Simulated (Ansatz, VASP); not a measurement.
## LiF in VASP and in Ansatz

```
Li F
1.0
     2.51626    0.00000    0.00000
     0.00000    2.51626    0.00000
     0.00000    0.00000    2.51626
Li F
1 1
Cartesian
  0.0000 0.0000 0.0000
  1.2581 1.2581 1.2581
```

Alike in both runs: task single point; functional PBE; k mesh 8 × 8 × 8; no spin polarisation.

```csv
,VASP,Ansatz
version,VASP 6.6.1,Ansatz 0.2.0
potentials or method,"VASP PAW PBE potentials, release 64 (Li_sv, F)","plane waves, PAW"
plane-wave cutoff (eV),520,420
occupations,"gaussian, width 0.01 eV",fixed
valence electrons in the cell,10,10
```

|  | VASP | Ansatz | Ansatz less VASP |
| --- | --- | --- | --- |
| gap on the k mesh at the Fermi level (eV) | 7.95 | 7.94 | -0.013 |

Noted on VASP's run: the cutoff is short for stress, so the pressure is rough.
